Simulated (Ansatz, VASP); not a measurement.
**MnHg3: VASP beside Ansatz**

```xyz
4
Lattice="4.3807 0.0000 0.0000 0.0000 4.3807 0.0000 0.0000 0.0000 4.3807" Properties=species:S:1:pos:R:3 pbc="T T T"
Mn    0.0000    0.0000    0.0000
Hg    2.1904    0.0000    2.1904
Hg    0.0000    2.1904    2.1904
Hg    2.1904    2.1904    0.0000
```

Alike in both runs: task single point; functional PBE; k mesh 5 × 5 × 5; occupations gaussian, width 0.1 eV; collinear spin.

```csv
,VASP,Ansatz
version,VASP 6.6.1,Ansatz 0.2.0
potentials or method,"VASP PAW PBE potentials, release 64 (Mn_pv, Hg), cutoff 520 eV","plane waves, PAW"
valence electrons in the cell,49,75
```

VASP gave:

- net moment per atom (μB): 1.04
- size of the moment on the site where the two differ most (μB): 4.03

Estimate Ansatz's values.

net moment per atom (μB): 1.04; size of the moment on the site where the two differ most (μB): 4.17.

Site moments also hang on the region over which each program counts them. With one functional, cell and mesh, what is left measures potentials, basis and numerics. VASP's potentials hold 49 valence electrons a cell and Ansatz's 75, so a difference there can come from the potentials and not from the codes.

Spin-orbit coupling is off throughout.
